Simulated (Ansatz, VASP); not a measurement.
This is a calculation of SiO2 for Ansatz 0.2.0.

The input input:

```
crystal:
  lattice:
    - [5.0690738885, 0.0, 0.0]
    - [-2.5345369442, 4.3899467611, 0.0]
    - [0.0, 0.0, 8.55848854]
  atoms:
    - { symbol: Si, position: [0.3333333333, 0.6666666667, 0.4371258] }
    - { symbol: Si, position: [0.3333333333, 0.6666666667, 0.0628742] }
    - { symbol: Si, position: [0.6666666667, 0.3333333333, 0.5628742] }
    - { symbol: Si, position: [0.6666666667, 0.3333333333, 0.9371258] }
    - { symbol: O, position: [0.421258745, 0.0, 0.0] }
    - { symbol: O, position: [0.3333333333, 0.6666666667, 0.25] }
    - { symbol: O, position: [0.6666666667, 0.3333333333, 0.75] }
    - { symbol: O, position: [0.0, 0.578741255, 0.5] }
    - { symbol: O, position: [0.578741255, 0.578741255, 0.0] }
    - { symbol: O, position: [0.578741255, 0.0, 0.5] }
    - { symbol: O, position: [0.421258745, 0.421258745, 0.5] }
    - { symbol: O, position: [0.0, 0.421258745, 0.0] }
hamiltonian:
  xc: hse06
  pseudopotentials: { kind: paw }
kpoints:
  mp_grid: { grid: [4, 4, 2] }
scf:
  occupations: { method: fermi_dirac, width: 0.05 }
output:
  forces: true
  stress: true
  eigenvalues: true
```

Task: Translate it to VASP 6.6.1. Potentials there: VASP PAW PBE potentials, release 64 (Si, O).

Result: As run (the cutoff follows the program's own potentials):

File POSCAR:

```
SiO2
1.0
    5.0690738885      0.0000000000      0.0000000000
   -2.5345369442      4.3899467611      0.0000000000
    0.0000000000      0.0000000000      8.5584885400
Si O
4 8
Direct
    0.3333333333      0.6666666667      0.4371258000
    0.3333333333      0.6666666667      0.0628742000
    0.6666666667      0.3333333333      0.5628742000
    0.6666666667      0.3333333333      0.9371258000
    0.4212587450      0.0000000000      0.0000000000
    0.3333333333      0.6666666667      0.2500000000
    0.6666666667      0.3333333333      0.7500000000
    0.0000000000      0.5787412550      0.5000000000
    0.5787412550      0.5787412550      0.0000000000
    0.5787412550      0.0000000000      0.5000000000
    0.4212587450      0.4212587450      0.5000000000
    0.0000000000      0.4212587450      0.0000000000
```

File INCAR.step1:

```
PREC = Accurate
ENCUT = 520
EDIFF = 1E-5
ISMEAR = -1
SIGMA = 0.05
LREAL = False
LASPH = True
NELM = 120
ALGO = Normal
ISIF = 2
LWAVE = True
GGA = PE
NBANDS = 44
GGA_COMPAT = False
KPAR = 4
```

INCAR.step2

```
PREC = Accurate
ENCUT = 520
EDIFF = 1E-6
ISMEAR = -1
SIGMA = 0.05
LREAL = False
LASPH = True
NELM = 120
ALGO = Normal
ISIF = 2
LWAVE = False
LCHARG = True
GGA = PE
LHFCALC = True
HFSCREEN = 0.2079
PRECFOCK = Fast
LVHAR = True
ISTART = 1
NBANDS = 44
GGA_COMPAT = False
KPAR = 4
```

The input KPOINTS:

```
regular mesh
0
Gamma
  4 4 2
```

Potentials or basis: VASP PAW PBE potentials, release 64 (Si, O).

The run is started by

```console
$ cat potpaw_PBE.64/Si/POTCAR potpaw_PBE.64/O/POTCAR > POTCAR
$ cp INCAR.step1 INCAR
$ mpirun -np 4 vasp_std > vasp.out
$ cp INCAR.step2 INCAR
$ mpirun -np 4 vasp_std > vasp.out
```

Both were run:

|  | VASP | Ansatz | Ansatz less VASP |
| --- | --- | --- | --- |
| gap on the k mesh at the Fermi level (eV) | 7.35 | 7.34 | 0.000 |
| least direct gap on the mesh (eV) | 7.36 | 7.36 | -0.001 |
| pressure (GPa) | -0.2 | -0.1 | +0.08 |
| rms of the force components (eV/Å) | 0.013 | 0.009 | -0.0046 |

Atom by atom the forces differ by 0.009 eV/Å (rms over components).
